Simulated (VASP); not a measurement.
# Bi (Im-3m) in VASP: further runs

The runs below take Bi through single point, with PBEsol.

Everything below comes from runs of VASP 6.6.1. Logs are shortened: lines on timing, memory, paths and dates and some standing lists are left out, and cuts for length are marked.

### 1 The cell of the first run

Symmetry: Im-3m, No. 229, cubic system. The conventional cell has a = 3.989 Å, b = 3.989 Å, c = 3.989 Å, α = 90.00°, β = 90.00°, γ = 90.00°. Within 4.5 Å of Bi (site symmetry m-3m) lie 14 Bi at 3.45 to 3.99 Å.

### 2 Single point, PBEsol (volume scaled by 1.06)

INCAR

```
SYSTEM = Bi
ALGO = Normal ; EDIFF = 1E-6
ENCUT = 500 ; GGA = PS
GGA_COMPAT = .False. ; ISIF = 2
ISMEAR = 0 ; LASPH = .True.
LCHARG = .False. ; LREAL = .False.
LWAVE = .False. ; NBANDS = 14
NELM = 120 ; PREC = Accurate
SIGMA = 0.1
```

KPOINTS

```
k-points
0
Gamma
  16 16 16
  0 0 0
```

POSCAR

```
Bi
1.0
   -1.9947277781      1.9947277781      1.9947277781
    1.9947277781     -1.9947277781      1.9947277781
    1.9947277781      1.9947277781     -1.9947277781
Bi
1
Direct
    0.0000000000      0.0000000000      0.0000000000
```

Potentials or basis: VASP PAW PBE potentials, release 64 (Bi_d).

Launch:

```
$ cat potpaw_PBE.64/Bi_d/POTCAR > POTCAR
$ mpirun -np 1 vasp_std > vasp.out
```

OUTCAR:

```text
SYSTEM = Bi
   EDIFF = 1E-6
   ENCUT = 500
   GGA = PS
   ISIF = 2
   ISMEAR = 0
   LASPH = .True.
   LREAL = .False.
   NELM = 120
   PREC = Accurate

 ion  position               nearest neighbor table
   1  0.000  0.000  0.000-

  LATTYP: Found a body centered cubic cell.
 ALAT       =     3.9894555562

  Lattice vectors:

 A1 = (  -1.9947277781,   1.9947277781,   1.9947277781)
 A2 = (   1.9947277781,  -1.9947277781,   1.9947277781)
 A3 = (   1.9947277781,   1.9947277781,  -1.9947277781)

Analysis of symmetry for initial positions (statically):
=====================================================================
 Subroutine PRICEL returns:
 Original cell was already a primitive cell.

 Routine SETGRP: Setting up the symmetry group for a
 body centered cubic supercell.

 Subroutine GETGRP returns: Found 48 space group operations
 (whereof 48 operations were pure point group operations)
 out of a pool of 48 trial point group operations.

The static configuration has the point symmetry O_h .

Analysis of symmetry for dynamics (positions and initial velocities):
=====================================================================
 Subroutine PRICEL returns:
 Original cell was already a primitive cell.

 Routine SETGRP: Setting up the symmetry group for a
 body centered cubic supercell.

 Subroutine GETGRP returns: Found 48 space group operations
 (whereof 48 operations were pure point group operations)
 out of a pool of 48 trial point group operations.

The dynamic configuration has the point symmetry O_h .

 Subroutine INISYM returns: Found 48 space group operations
 (whereof 48 operations are pure point group operations),
 and found     1 'primitive' translations

----------------------------------------------------------------------------------------

                                     Primitive cell

  volume of cell :      31.7476

  direct lattice vectors                    reciprocal lattice vectors
    -1.994727778  1.994727778  1.994727778     0.000000000  0.250660770  0.250660770
     1.994727778 -1.994727778  1.994727778     0.250660770  0.000000000  0.250660770
     1.994727778  1.994727778 -1.994727778     0.250660770  0.250660770  0.000000000

  length of vectors
     3.454969859  3.454969859  3.454969859     0.354487860  0.354487860  0.354487860

  position of ions in fractional coordinates (direct lattice)
     0.000000000  0.000000000  0.000000000

  ion indices of the primitive-cell ions
[... 77 lines left out ...]
   NSW    =      0    number of steps for IOM
   IBRION =     -1    ionic relax: 0-MD 1-quasi-New 2-CG
   NFREE  =      0    steps in history (QN), initial steepest desc. (CG)
   ISIF   =      2    stress and relaxation
   ISYM   =      2    0-nonsym 1-usesym 2-fastsym
   POTIM  = 0.5000    time-step for ionic-motion
   TEBEG  =    0.0;   TEEND  =   0.0 temperature during run
   PSTRESS=    0.0 pullay stress
   NELECT =      15.0000    total number of electrons
   NUPDOWN=      -1.0000    fix difference up-down
   EMIN   =  10.00;   EMAX   =-10.00  energy-range for DOS
   EFERMI =   0.00;   METHOD = LEGACY
   ISMEAR =     0;   SIGMA  =   0.10  broadening in eV -4-tet -1-fermi 0-gaus
   EFERMI_NEDOS =   21; number of points for ismear=-14 and -15
   IALGO  =     38    algorithm
   IMIX   =      4    mixing-type and parameters
     AMIX     =   0.40;   BMIX     =  1.00
     AMIX_MAG =   1.60;   BMIX_MAG =  1.00
  volume/ion in A,a.u.               =      31.75       214.24
  Fermi-wavevector in a.u.,A,eV,Ry     =   1.275073  2.409538 22.120494  1.625810
  Thomas-Fermi vector in A             =   2.407805
   LORBIT       =      0    0 simple, 1 ext, 2 COOP (PROOUT), +10 PAW based schemes
   GGA     = PS    functional components
   LHFCALC =     F    Hartree Fock is set to
   AEXX    =    0.0000 exact exchange contribution
   IVDW    =     0    specifies the selected vdW correction
   LEPSILON=     F    determine dielectric tensor
   LRPA    =     F    only Hartree local field effects (RPA)
 non-spin polarized calculation
 Gauss-broadening in eV      SIGMA  =   0.10
  energy-cutoff  :      500.00
  volume of cell :       31.75
 maximum number of plane-waves:       820
 NGX is ok and might be reduce to    28
   NGX = 13   NGY = 13   NGZ = 13

 number of electron      14.9999999 magnetization

 Free energy of the ion-electron system (eV)
  ---------------------------------------------------
  ext. energy  EPLUGINS =         0.00000000
  ---------------------------------------------------
  free energy    TOTEN  =        -4.20250956 eV

  energy without entropy =       -4.19783414  energy(sigma->0) =       -4.20017185

 E-fermi :   7.4712     XC(G=0): -10.3443

 val. band max:        7.4635191618   @ k =  -0.4375   0.5000   0.1250
 cond. band min:       7.4766782671   @ k =   0.1875   0.0625  -0.0000
 fundamental gap:      0.0131591053
 Fermi energy:         7.4711929101

 k-point     1 :       0.0000    0.0000    0.0000
  band No.  band energies     occupation
      1     -15.4363      2.00000
      2     -15.4363      2.00000
      3     -15.4363      2.00000
      4     -15.3149      2.00000
      5     -15.3149      2.00000
      6      -5.8966      2.00000
      7      12.4728      0.00000
      8      12.4728      0.00000
      9      12.4728      0.00000
     10      16.3430      0.00000
     11      17.9679      0.00000
     12      17.9679      0.00000
     13      17.9679      0.00000
     14      19.0659      0.00000
[... 377 lines left out ...]
      1     -15.4475      2.00000
      2     -15.3972      2.00000
      3     -15.3338      2.00000
      4     -15.3274      2.00000
      5     -15.2813      2.00000
      6      -3.6062      2.00000
      7       4.5465      2.00000
      8       7.3953      1.71677
      9      10.3475      0.00000
     10      15.3109      0.00000
     11      16.7874      0.00000
     12      19.0371      0.00000
     13      21.0990      0.00000
     14      21.5591      0.00000

 [... further k-points ...]
[... 5 lines left out ...]
  --------------------------------------------------------------------------------------
  -------------------------------------------------------------------------------------
  Total       -0.5936948     -0.5936948     -0.5936948      0.0000000     -0.0000000      0.0000000
  in kB      -29.9614574    -29.9614574    -29.9614574      0.0000000     -0.0000000      0.0000000
  external PRESSURE =     -29.9614574 kB  Pullay stress =       0.0000000 kB

 VOLUME and BASIS-vectors are now :
 -----------------------------------------------------------------------------
  energy-cutoff  :      500.00
  volume of cell :       31.75
      direct lattice vectors                 reciprocal lattice vectors
    -1.994727778  1.994727778  1.994727778     0.000000000  0.250660770  0.250660770
     1.994727778 -1.994727778  1.994727778     0.250660770  0.000000000  0.250660770
     1.994727778  1.994727778 -1.994727778     0.250660770  0.250660770  0.000000000

 POSITION                                       TOTAL-FORCE (eV/Angst)
 -----------------------------------------------------------------------------------
      0.00000      0.00000      0.00000         0.000000     -0.000000      0.000000
 -----------------------------------------------------------------------------------
    total drift:                               -0.000000     -0.000000      0.000000

  FREE ENERGIE OF THE ION-ELECTRON SYSTEM (eV)
  ---------------------------------------------------
  free  energy   TOTEN  =        -4.2025095582 eV

  energy  without entropy=       -4.1978341431  energy(sigma->0) =       -4.20017185
```

Run time: 55 s. Hardware: 1 thread of AMD EPYC 7R43 (Zen 3), shared host; peak memory 0.15 GiB.

Results:

```
Free energy : -4.2025 eV
Pressure    : -3.0 GPa
```

Caveat: the PAW data sets were made with another functional, which shifts forces and pressure a little; spin-orbit coupling is left out, which moves the levels of the heavy elements.

### 3 Single point, PBEsol (volume scaled by 1.09)

INCAR

```
SYSTEM = Bi
PREC     = Accurate       ! precision mode
ENCUT    = 500            ! plane-wave cutoff, eV
EDIFF    = 1E-6           ! SCF threshold, eV
ISMEAR   = 0              ! smearing method
SIGMA    = 0.1            ! smearing width, eV
LREAL    = .False.        ! projectors in reciprocal space
LASPH    = .True.         ! aspherical terms in the spheres
NELM     = 120            ! most SCF steps
ALGO     = Normal         ! electronic algorithm
ISIF     = 2              ! what is computed and relaxed
LWAVE    = .False.        ! write WAVECAR
LCHARG   = .True.         ! write CHGCAR
GGA      = PS             ! functional
LELF     = .True.         ! ELF
LVHAR    = .True.       
NBANDS   = 14             ! bands
GGA_COMPAT= .False.
```

KPOINTS

```
Automatic mesh
0
Gamma
  16 16 16
  0 0 0
```

POSCAR

```
Bi
1.0
   -2.0133711743      2.0133711743      2.0133711743
    2.0133711743     -2.0133711743      2.0133711743
    2.0133711743      2.0133711743     -2.0133711743
Bi
1
Direct
    0.0000000000      0.0000000000      0.0000000000
```

Potentials or basis: VASP PAW PBE potentials, release 64 (Bi_d).

Launch:

```
$ cat potpaw_PBE.64/Bi_d/POTCAR > POTCAR
$ mpirun -np 1 vasp_std > vasp.out
```

OUTCAR:

```text
SYSTEM = Bi
   PREC = Accurate
   ENCUT = 500
   EDIFF = 1E-6
   ISMEAR = 0
   LREAL = .False.
   LASPH = .True.
   NELM = 120
   ISIF = 2
   GGA = PS

 ion  position               nearest neighbor table
   1  0.000  0.000  0.000-

  LATTYP: Found a body centered cubic cell.
 ALAT       =     4.0267423486

  Lattice vectors:

 A1 = (  -2.0133711743,   2.0133711743,   2.0133711743)
 A2 = (   2.0133711743,  -2.0133711743,   2.0133711743)
 A3 = (   2.0133711743,   2.0133711743,  -2.0133711743)

[... 578 lines left out ...]
      6      -3.8612      2.00000
      7       4.2697      2.00000
      8       7.0787      1.55611
      9       9.9353      0.00000
     10      14.8451      0.00000
     11      16.3388      0.00000
     12      18.5576      0.00000
     13      20.5421      0.00000
     14      21.0866      0.00000

 [... further k-points ...]
[... 5 lines left out ...]
  --------------------------------------------------------------------------------------
  -------------------------------------------------------------------------------------
  Total       -0.8434832     -0.8434832     -0.8434832      0.0000000      0.0000000     -0.0000000
  in kB      -41.3957232    -41.3957232    -41.3957232      0.0000000      0.0000000     -0.0000000
  external PRESSURE =     -41.3957232 kB  Pullay stress =       0.0000000 kB

 VOLUME and BASIS-vectors are now :
 -----------------------------------------------------------------------------
  energy-cutoff  :      500.00
  volume of cell :       32.65
      direct lattice vectors                 reciprocal lattice vectors
    -2.013371174  2.013371174  2.013371174     0.000000000  0.248339703  0.248339703
     2.013371174 -2.013371174  2.013371174     0.248339703  0.000000000  0.248339703
     2.013371174  2.013371174 -2.013371174     0.248339703  0.248339703  0.000000000

 POSITION                                       TOTAL-FORCE (eV/Angst)
 -----------------------------------------------------------------------------------
      0.00000      0.00000      0.00000        -0.000000     -0.000000      0.000000
 -----------------------------------------------------------------------------------
    total drift:                                0.000000      0.000000      0.000000

  FREE ENERGIE OF THE ION-ELECTRON SYSTEM (eV)
  ---------------------------------------------------
  free  energy   TOTEN  =        -4.1828447316 eV

  energy  without entropy=       -4.1782273903  energy(sigma->0) =       -4.18053606
```

OSZICAR:

```text
N       E                     dE             d eps       ncg     rms          rms(c)
DAV:   1     0.112843480769E+03    0.11284E+03   -0.75046E+03  4122   0.118E+03
DAV:   2     0.246012877882E+01   -0.11038E+03   -0.10698E+03  4384   0.331E+02
DAV:   3    -0.403282195766E+01   -0.64930E+01   -0.64747E+01  5194   0.789E+01
DAV:   4    -0.418519382075E+01   -0.15237E+00   -0.15234E+00  5122   0.130E+01
DAV:   5    -0.419135224990E+01   -0.61584E-02   -0.61583E-02  5862   0.234E+00    0.480E-01
DAV:   6    -0.418435644887E+01    0.69958E-02   -0.10461E-02  5452   0.141E+00    0.282E-01
DAV:   7    -0.418285138884E+01    0.15051E-02   -0.62923E-03  5356   0.104E+00    0.885E-02
DAV:   8    -0.418284393771E+01    0.74511E-05   -0.53655E-04  5302   0.349E-01    0.108E-02
DAV:   9    -0.418284470062E+01   -0.76291E-06   -0.13428E-05  5892   0.489E-02    0.439E-03
DAV:  10    -0.418284473158E+01   -0.30951E-07   -0.12695E-06  4026   0.162E-02
   1 F= -.41828447E+01 E0= -.41805361E+01  d E =-.461734E-02
```

Wall time 61 s (1 thread of AMD EPYC 7R43 (Zen 3), shared host); peak memory 0.16 GiB.

What came out:

| Quantity | Value |
| --- | --- |
| Free energy | -4.1828 eV |
| Pressure | -4.1 GPa |

Caveat: the PAW data sets were made with another functional, which shifts forces and pressure a little; spin-orbit coupling is left out, which moves the levels of the heavy elements.
